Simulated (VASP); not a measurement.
# Al (a cell with a defect) in VASP: single point with PBE

Aim: the single point of Al (a cell with a defect) with PBE.

Program: VASP 6.6.1. These are calculated values, not measurements. Logs are shortened: lines on timing, memory, paths and dates and some standing lists are left out, and cuts for length are marked.

## (1) The cell of the first run

The cell holds a defect, 33 atoms: a = 8.100 Å, b = 8.100 Å, c = 8.100 Å, α = 90.00°, β = 90.00°, γ = 90.00°.

## (2) Single point, PBE

Input file INCAR:

```
ALGO = Normal
EDIFF = 1E-6
ENCUT = 520
GGA = PE
ISIF = 2
ISMEAR = 0
LASPH = True
LCHARG = False
LREAL = Auto
LWAVE = False
NBANDS = 72
NELM = 60
PREC = Accurate
SIGMA = 0.05
```

Input file KPOINTS:

```
k-points
0
Gamma
  2 2 2
```

Input file POSCAR:

```
Al
1.0
    8.1000000000      0.0000000000      0.0000000000
    0.0000000000      8.1000000000      0.0000000000
    0.0000000000      0.0000000000      8.1000000000
Al
33
Direct
    0.4999448148      0.0150759259     -0.0000544444
    0.7521181481      0.2502853086      0.0002551852
    0.7464622222     -0.0033506173      0.2535317284
   -0.0003093827      0.0024267901      0.0002485185
    0.2475586420      0.2502780247      0.0002482716
    0.4999219753      0.4853827160     -0.0000493827
    0.7645940741      0.7500771605     -0.0000490123
    0.2529629630     -0.0029691358      0.2531304938
    0.4999232099      0.2499320988      0.2353600000
    0.7460912346      0.5039055556      0.2539016049
    0.4995525926      0.0582918519      0.5003538272
    0.7645945679      0.2499328395      0.5000753086
    0.7467701235     -0.0030607407      0.7469353086
   -0.0003165432      0.4978719753      0.0002546914
    0.2349006173      0.7500541975     -0.0000543210
   -0.0003160494      0.2502844444      0.2478611111
    0.2532961728      0.5034861728      0.2534829630
    0.4995456790      0.7504070370      0.1906518519
    0.0000903704      0.0150780247      0.5000546914
    0.2348997531      0.2499270370      0.5000541975
    0.4995449383      0.4405638272      0.5003607407
    0.8095227160      0.7504080247      0.5003611111
    0.2526885185     -0.0026941975      0.7473024691
    0.4999441975      0.2499266667      0.7650541975
    0.7464128395      0.5035845679      0.7465969136
    0.0000846914      0.7500749383      0.2353592593
    0.0000841975      0.4853813580      0.5000743210
    0.1917927160      0.7504000000      0.5003535802
   -0.0003095062      0.2502785185      0.7524145679
    0.2530087654      0.5031806173      0.7469808642
    0.4995522222      0.7504007407      0.8083782716
    0.0000906173      0.7500553086      0.7650554321
    0.5009341975      0.7491858025      0.4993075309
```

Potentials or basis: VASP PAW PBE potentials, release 64 (Al).

Started as:

```console
cat potpaw_PBE.64/Al/POTCAR > POTCAR
mpirun -np 1 vasp_std > vasp.out
```

OUTCAR:

```text
EDIFF = 1E-6
   ENCUT = 520
   GGA = PE
   ISIF = 2
   ISMEAR = 0
   LASPH = True
   LREAL = Auto
   NELM = 60
   PREC = Accurate

 ion  position               nearest neighbor table
   1  0.500  0.015  1.000-  18 2.64  31 2.65  24 2.69   9 2.69   2 2.79   5 2.79  13 2.87  23 2.87
                             3 2.87   8 2.87   7 3.03  15 3.04
   2  0.752  0.250  0.000-   6 2.79   9 2.79  24 2.79   1 2.79  14 2.84  16 2.84  29 2.84   4 2.84
                            13 2.90   3 2.90  25 2.90  10 2.91
   3  0.746  0.997  0.254-   9 2.87  12 2.87   1 2.87   7 2.87  19 2.87  26 2.87  22 2.87  18 2.87
                            11 2.87   4 2.90  16 2.90   2 2.90
   4  1.000  0.002  0.000-   7 2.79  26 2.79  32 2.79  15 2.79   2 2.84  16 2.84  29 2.84   5 2.84
                            23 2.90   8 2.90  13 2.90   3 2.90
   5  0.248  0.250  0.000-   6 2.79   9 2.79  24 2.79   1 2.79  14 2.84  16 2.84  29 2.84   4 2.84
                            23 2.90   8 2.90  30 2.90  17 2.90
   6  0.500  0.485  1.000-  18 2.64  31 2.65  24 2.69   9 2.70   2 2.79   5 2.79  30 2.87  25 2.87
                            17 2.87  10 2.87   7 3.03  15 3.03
   7  0.765  0.750  1.000-  18 2.64  31 2.65  32 2.69  26 2.70  14 2.79   4 2.79  13 2.87  25 2.87
                             3 2.87  10 2.87   6 3.03   1 3.03
   8  0.253  0.997  0.253-  19 2.87  26 2.87  20 2.87   9 2.87  15 2.87   1 2.87  18 2.87  11 2.87
                            28 2.87   5 2.90   4 2.90  16 2.90
   9  0.500  0.250  0.235-  21 2.64  11 2.65   1 2.69   6 2.70   2 2.79   5 2.79   3 2.87   8 2.87
[... 32 lines left out ...]
                            31 2.87  29 2.90  14 2.90   2 2.90
  26  0.000  0.750  0.235-  22 2.64  28 2.65  15 2.69   7 2.70  14 2.79   4 2.79   8 2.87  17 2.87
                             3 2.87  10 2.87  27 3.03  19 3.03
  27  0.000  0.485  0.500-  22 2.64  28 2.65  20 2.69  12 2.70  16 2.79  29 2.79  30 2.87  17 2.87
                            25 2.87  10 2.87  26 3.03  32 3.03
  28  0.192  0.750  0.500-  33 2.50  19 2.65  32 2.65  26 2.65  27 2.65  23 2.87   8 2.87  30 2.87
                            17 2.87  22 3.10
  29  1.000  0.250  0.752-  12 2.79  27 2.79  19 2.79  20 2.79   2 2.84  14 2.84   4 2.84   5 2.84
                            23 2.90  30 2.90  13 2.90  25 2.90
  30  0.253  0.503  0.747-  32 2.87  27 2.87  15 2.87   6 2.87  20 2.87  24 2.87  21 2.87  31 2.87
                            28 2.87   5 2.90  29 2.90  14 2.90
  31  0.500  0.750  0.808-  33 2.50  15 2.65   1 2.65   6 2.65   7 2.65  23 2.87  30 2.87  13 2.87
                            25 2.87  18 3.10
  32  0.000  0.750  0.765-  22 2.64  28 2.65  15 2.69   7 2.69  14 2.79   4 2.79  30 2.87  23 2.87
                            25 2.87  13 2.87  27 3.03  19 3.04
  33  0.501  0.749  0.499-  22 2.50  21 2.50  18 2.50  31 2.50  11 2.50  28 2.50

  LATTYP: Found a simple cubic cell.
 ALAT       =     8.1000000000

  Lattice vectors:

 A1 = (   8.1000000000,   0.0000000000,   0.0000000000)
 A2 = (   0.0000000000,   8.1000000000,   0.0000000000)
 A3 = (   0.0000000000,   0.0000000000,   8.1000000000)

Analysis of symmetry for initial positions (statically):
=====================================================================
 Subroutine PRICEL returns:
 Original cell was already a primitive cell.

 Routine SETGRP: Setting up the symmetry group for a
 simple cubic supercell.

 Subroutine GETGRP returns: Found  1 space group operations
 (whereof  1 operations were pure point group operations)
 out of a pool of 48 trial point group operations.

The static configuration has the point symmetry C_1 .

Analysis of symmetry for dynamics (positions and initial velocities):
=====================================================================
 Subroutine PRICEL returns:
 Original cell was already a primitive cell.

 Routine SETGRP: Setting up the symmetry group for a
 simple cubic supercell.

 Subroutine GETGRP returns: Found  1 space group operations
 (whereof  1 operations were pure point group operations)
 out of a pool of 48 trial point group operations.

The dynamic configuration has the point symmetry C_1 .

 Subroutine INISYM returns: Found  1 space group operations
 (whereof  1 operations are pure point group operations),
 and found     1 'primitive' translations

----------------------------------------------------------------------------------------

                                     Primitive cell

  volume of cell :     531.4410

  direct lattice vectors                    reciprocal lattice vectors
     8.100000000  0.000000000  0.000000000     0.123456790  0.000000000  0.000000000
     0.000000000  8.100000000  0.000000000     0.000000000  0.123456790  0.000000000
     0.000000000  0.000000000  8.100000000     0.000000000  0.000000000  0.123456790

  length of vectors
[... 85 lines left out ...]
     0.000000000  0.061728395  0.000000000     0.000000000  0.500000000  0.000000000
     0.000000000  0.000000000  0.061728395     0.000000000  0.000000000  0.500000000

  Length of vectors
     0.061728395  0.061728395  0.061728395

  Shift w.r.t. Gamma in fractional coordinates (k-lattice)
     0.000000000  0.000000000  0.000000000

 Subroutine IBZKPT returns following result:
 ===========================================

 Found      8 irreducible k-points:

 Following reciprocal coordinates:
            Coordinates               Weight
  0.000000  0.000000  0.000000      1.000000
  0.500000  0.000000  0.000000      1.000000
  0.000000  0.500000  0.000000      1.000000
  0.000000  0.000000  0.500000      1.000000
  0.500000  0.500000  0.000000      1.000000
  0.000000  0.500000  0.500000      1.000000
  0.500000  0.000000  0.500000      1.000000
  0.500000  0.500000  0.500000      1.000000
   k-points           NKPTS =      8   k-points in BZ     NKDIM =      8   number of bands    NBANDS=     72
   number of dos      NEDOS =    301   number of ions     NIONS =     33
   total plane-waves  NPLWV = 216000
   dimension x,y,z NGX =    60 NGY =   60 NGZ =   60
   dimension x,y,z NGXF=   120 NGYF=  120 NGZF=  120
   ions per type =              33
   NGX,Y,Z   is equivalent  to a cutoff of  12.31, 12.31, 12.31 a.u.
   NGXF,Y,Z  is equivalent  to a cutoff of  24.63, 24.63, 24.63 a.u.
 SYSTEM =  unknown system
   PREC   = accura    normal or accurate (medium, high low for compatibility)
   ISTART =      0    job   : 0-new  1-cont  2-samecut
   ICHARG =      2    charge: 1-file 2-atom 10-const
   ISPIN  =      1    spin polarized calculation?
   LNONCOLLINEAR =      F non collinear calculations
   LSORBIT =      F    spin-orbit coupling
   LASPH  =      T    aspherical Exc in radial PAW
   ENCUT  =  520.0 eV  38.22 Ry    6.18 a.u.  15.06 15.06 15.06*2*pi/ulx,y,z
   NELM   =     60;   NELMIN=  2; NELMDL= -5     # of ELM steps
   EDIFF  = 0.1E-05   stopping-criterion for ELM
   LREAL  =      T    real-space projection
   EDIFFG = 0.1E-04   stopping-criterion for IOM
   NSW    =      0    number of steps for IOM
   IBRION =     -1    ionic relax: 0-MD 1-quasi-New 2-CG
   NFREE  =      0    steps in history (QN), initial steepest desc. (CG)
   ISIF   =      2    stress and relaxation
   ISYM   =      2    0-nonsym 1-usesym 2-fastsym
   POTIM  = 0.5000    time-step for ionic-motion
   TEBEG  =    0.0;   TEEND  =   0.0 temperature during run
   PSTRESS=    0.0 pullay stress
   NELECT =      99.0000    total number of electrons
   NUPDOWN=      -1.0000    fix difference up-down
   EMIN   =  10.00;   EMAX   =-10.00  energy-range for DOS
   EFERMI =   0.00;   METHOD = LEGACY
   ISMEAR =     0;   SIGMA  =   0.05  broadening in eV -4-tet -1-fermi 0-gaus
   EFERMI_NEDOS =   21; number of points for ismear=-14 and -15
   IALGO  =     38    algorithm
   IMIX   =      4    mixing-type and parameters
     AMIX     =   0.40;   BMIX     =  1.00
     AMIX_MAG =   1.60;   BMIX_MAG =  1.00
  volume/ion in A,a.u.               =      16.10       108.68
  Fermi-wavevector in a.u.,A,eV,Ry     =   0.934978  1.766853 11.894002  0.874184
  Thomas-Fermi vector in A             =   2.061839
   LORBIT       =      0    0 simple, 1 ext, 2 COOP (PROOUT), +10 PAW based schemes
   GGA     = PE    functional components
   LHFCALC =     F    Hartree Fock is set to
   AEXX    =    0.0000 exact exchange contribution
   IVDW    =     0    specifies the selected vdW correction
   LEPSILON=     F    determine dielectric tensor
   LRPA    =     F    only Hartree local field effects (RPA)
 non-spin polarized calculation
 Gauss-broadening in eV      SIGMA  =   0.05
  energy-cutoff  :      520.00
  volume of cell :      531.44
 maximum number of plane-waves:     14400
   NGX = 31   NGY = 31   NGZ = 31

 number of electron      99.0000000 magnetization

 Free energy of the ion-electron system (eV)
  ---------------------------------------------------
  ext. energy  EPLUGINS =         0.00000000
  ---------------------------------------------------
  free energy    TOTEN  =      -121.59435885 eV

  energy without entropy =     -121.58436732  energy(sigma->0) =     -121.58936308

 E-fermi :   7.8640     XC(G=0): -10.2720

 val. band max:        7.8486970107   @ k =   0.5000   0.5000   0.5000
 cond. band min:       7.9685372647   @ k =   0.0000   0.0000   0.5000
 fundamental gap:      0.1198402540
 Fermi energy:         7.8639532078

 k-point     1 :       0.0000    0.0000    0.0000
  band No.  band energies     occupation
      1      -3.0816      2.00000
      2      -1.0992      2.00000
      3      -1.0991      2.00000
      4      -0.7597      2.00000
      5      -0.6939      2.00000
      6      -0.6939      2.00000
[... 501 lines left out ...]
     60      11.1599      0.00000
     61      11.1599      0.00000
 [bands above 61 left out]

------------------------ aborting loop because EDIFF is reached ----------------------------------------

  FORCE on cell =-STRESS in cart. coord.  units (eV):
  Direction    XX          YY          ZZ          XY          YZ          ZX
  --------------------------------------------------------------------------------------
  -------------------------------------------------------------------------------------
  Total       15.4968940     15.4943264     15.4907875      0.0018451      0.0003504      0.0007840
  in kB       46.7197154     46.7119746     46.7013056      0.0055626      0.0010564      0.0023636
  external PRESSURE =      46.7109985 kB  Pullay stress =       0.0000000 kB

 VOLUME and BASIS-vectors are now :
 -----------------------------------------------------------------------------
  energy-cutoff  :      520.00
  volume of cell :      531.44
      direct lattice vectors                 reciprocal lattice vectors
     8.100000000  0.000000000  0.000000000     0.123456790  0.000000000  0.000000000
     0.000000000  8.100000000  0.000000000     0.000000000  0.123456790  0.000000000
     0.000000000  0.000000000  8.100000000     0.000000000  0.000000000  0.123456790

 POSITION                                       TOTAL-FORCE (eV/Angst)
 -----------------------------------------------------------------------------------
      4.04955      0.12211      8.09956        -0.000057      0.006562      0.000859
      6.09216      2.02731      0.00207         0.005132      0.000247      0.000139
      6.04634      8.07286      2.05361         0.006315      0.006956     -0.006482
      8.09749      0.01966      0.00201         0.000522      0.006364     -0.000021
      2.00523      2.02725      0.00201        -0.006239     -0.000257     -0.000041
      4.04937      3.93160      8.09960        -0.000073     -0.006887      0.000446
[... 25 lines left out ...]
      0.00073      6.07545      6.19695        -0.001338     -0.000008      0.006545
      4.05757      6.06841      4.04439         0.004285     -0.005057     -0.004469
 -----------------------------------------------------------------------------------
    total drift:                                0.009402     -0.008338     -0.006086

  FREE ENERGIE OF THE ION-ELECTRON SYSTEM (eV)
  ---------------------------------------------------
  free  energy   TOTEN  =      -121.5943588498 eV

  energy  without entropy=     -121.5843673153  energy(sigma->0) =     -121.58936308
```

It took 2.8 min on 1 thread of Intel Xeon Platinum 8559C (Emerald Rapids), shared host; peak memory 0.54 GiB.

Results:

| Property | Result |
| --- | --- |
| Free energy | -121.5944 eV |
| Pressure | 4.7 GPa |
| Largest force | 0.013 eV/Å |
| Band gap on the k mesh | zero (an odd number of electrons rules out a gap without spin polarisation) |

Forces in eV/Å, atoms in the order of the input:
```
Al   0.000  0.007  0.001
Al   0.005  0.000  0.000
Al   0.006  0.007 -0.006
Al   0.001  0.006  0.000
Al  -0.006  0.000  0.000
Al   0.000 -0.007  0.000
Al   0.007  0.000  0.000
Al  -0.006  0.006 -0.006
Al   0.000  0.001 -0.007
Al   0.007 -0.007 -0.008
Al  -0.002  0.005  0.000
Al   0.007  0.001  0.000
Al   0.006  0.007  0.007
Al   0.000 -0.005  0.000
Al  -0.006  0.000  0.001
Al   0.000  0.000 -0.005
Al  -0.007 -0.006 -0.006
Al  -0.001  0.000 -0.003
Al  -0.001  0.006  0.000
Al  -0.006  0.001  0.000
Al  -0.001 -0.004  0.001
Al   0.003  0.001  0.001
Al  -0.003  0.003  0.003
Al   0.000  0.001  0.007
Al   0.007 -0.007  0.007
Al  -0.001  0.000 -0.007
Al  -0.001 -0.007  0.000
Al  -0.005  0.001  0.001
Al   0.000  0.000  0.006
Al  -0.006 -0.007  0.006
Al   0.000  0.001  0.006
Al  -0.001  0.000  0.007
Al   0.004 -0.005 -0.004
```

Caveat: the k points lie up to 0.39 Å⁻¹ apart, too coarse for converged energies and pressures of a metal.

The gap in the log of VASP goes by the Fermi energy; the results here count the filled bands.